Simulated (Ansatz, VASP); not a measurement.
Y2Sn: VASP beside Ansatz

```
CELL_PARAMETERS angstrom
5.40367 0.00000 0.00000
-2.70183 4.67971 0.00000
0.00000 0.00000 6.54965
ATOMIC_POSITIONS crystal
Y 0.33333 0.66667 0.75000
Y 0.66667 0.33333 0.25000
Y 0.00000 0.00000 0.00000
Y 0.00000 0.00000 0.50000
Sn 0.33333 0.66667 0.25000
Sn 0.66667 0.33333 0.75000
```

Alike in both runs: functional r2SCAN; k mesh 4 × 4 × 3; occupations tetrahedron; no spin polarisation.

Ansatz relaxed the structure, and its values are those at the end. VASP's run is a single point on that final structure, the one shown.

|  | VASP | Ansatz |
| --- | --- | --- |
| version | VASP 6.6.1 | Ansatz 0.2.0 |
| potentials or method | VASP PAW PBE potentials, release 64 (Y_sv, Sn_d), cutoff 520 eV | PAW plane waves |
| valence electrons in the cell | 72 | 72 |

```csv
,VASP,Ansatz,Ansatz less VASP
gap on the k mesh at the Fermi level (eV),none,none,-
pressure (GPa),0.0,0.0,+0.01
```

VASP's potentials were made for PBE, not for r2SCAN. A gap of «none» marks a metal or a gap that the smearing closes. The functional is the same, so the differences come from potentials, cutoffs and numerics. Ansatz's warnings: band table not solved further, forces under tetrahedra, structure snapped to symmetry, tetrahedron derivatives may miss energy slope.
